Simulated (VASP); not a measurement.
TaN: single point with PBEsol

Crystal: TaN.

```xyz
4
Lattice="3.0275 0.0000 0.0000 -1.5138 2.6219 0.0000 0.0000 0.0000 4.8850" Properties=species:S:1:pos:R:3 pbc="T T T"
Ta    0.0000    0.0000    0.0000
Ta    0.0000    0.0000    2.4425
N     0.0000    1.7480    1.2212
N     1.5138    0.8740    3.6637
```

This cell differs from its parent crystal: volume scaled by 0.98.

```yaml
Program: VASP 6.6.1
Task: single point
Functional: PBEsol
Potentials_or_basis: VASP PAW PBE potentials, release 64 (Ta_pv, N)
Cutoff: 520 eV
k_mesh: 11 × 11 × 6
Occupations: fermi-dirac, width 0.01 eV
Spin: no spin polarisation
```

```yaml
Pressure: 61.0 GPa
Band_gap_on_the_k_mesh: zero (band 16 reaches 10.72 eV, above the bottom of band 17 at 8.02 eV)
```

Stress tensor (GPa, compression positive):
```
 32.01   0.00   0.00
  0.00  32.01   0.00
  0.00   0.00 119.05
```

Levels at points of the mesh, in eV from the Fermi level:
```csv
k point,band 13,band 14,band 15,band 16,band 17,band 18,band 19,band 20
"(0.00, 0.00, 0.00)",-3.70,-3.70,-3.67,-1.98,-1.98,-0.71,-0.71,2.99
"(0.00, 0.00, 0.50)",-6.54,-6.54,-0.04,-0.04,-0.04,-0.04,0.02,0.02
```

Run time: 50 s on 1 thread of Intel(R) Xeon(R) Platinum 8175M CPU @ 2.50GHz (Skylake/Cascade Lake), with other jobs on the host, peak memory 0.19 GiB.

Caveat: the PAW data sets were made with another functional, which shifts forces and pressure a little; spin-orbit coupling is left out, which moves the levels of the heavy elements.
